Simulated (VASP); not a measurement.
Wanted: the native input for a VASP 6.6.1 run.

```yaml
Task: single point
Functional: PBE
Potentials_or_basis: VASP PAW PBE potentials, release 64 (Zn, H)
Cutoff: 400 eV
k_mesh: 4 × 3 × 3
Occupations: fermi-dirac, width 0.1 eV
Spin: no spin polarisation
Dipole_correction: no
Further_INCAR_settings: ALGO = Normal; EDIFF = 1e-06; NBANDS = 84
```

The structure of Zn12H (a cell with a defect) lies in POSCAR:

```
Zn12H
1.0
    5.3200000000      0.0000000000      0.0000000000
   -3.9900000000      6.9108830000      0.0000000000
    0.0000000000      0.0000000000      4.9369600000
Zn H
12 1
Direct
   -0.0147267426     -0.0091594663      0.0074134690
    0.1672401379      0.2287261990      0.5309745268
   -0.0114415354      0.3362233162     -0.0336644413
    0.1577315464      0.5540681270      0.4941705017
    0.0495567427      0.6890581131      0.0050435896
    0.1534955928      0.9082196877      0.4999230296
    0.4972831598      0.0000868196     -0.0063601893
    0.6856364660      0.2258611526      0.4895725305
    0.4955215690      0.3041290093      0.0118899080
    0.6479636608      0.5385129512      0.4947376523
    0.5170234587      0.6707681204      0.0107150959
    0.6574984727      0.8910004698      0.4964188488
    0.6922213365      0.5205557669      0.8393424293
```

One way to write it, as run:

INCAR

```
SYSTEM = Zn12H
PREC = Accurate
ENCUT = 400
EDIFF = 1E-6
ISMEAR = -1
SIGMA = 0.1
LREAL = .FALSE.
LASPH = .TRUE.
NELM = 120
ALGO = Normal
ISIF = 2
LWAVE = .FALSE.
LCHARG = .FALSE.
GGA = PE
NBANDS = 84
GGA_COMPAT = .FALSE.
```

KPOINTS

```
regular mesh
0
G
  4 3 3
  0 0 0
```

Potentials or basis: VASP PAW PBE potentials, release 64 (Zn, H).

Run with:

```bash
$ cat potpaw_PBE.64/Zn/POTCAR potpaw_PBE.64/H/POTCAR > POTCAR
$ mpirun -np 1 vasp_std > vasp.out
```

It gave:

```json
{"Pressure": "3.7 GPa", "Largest force": "0.978 eV/Å", "Band gap on the k mesh": "zero (an odd number of electrons rules out a gap without spin polarisation)"}
```

Caveat: the k points lie up to 0.42 Å⁻¹ apart, too coarse for converged energies and pressures of a metal.

It took 5 min on 1 thread of Oxide Virtual Turin-like Processor, on a shared host, peak memory 0.27 GiB.
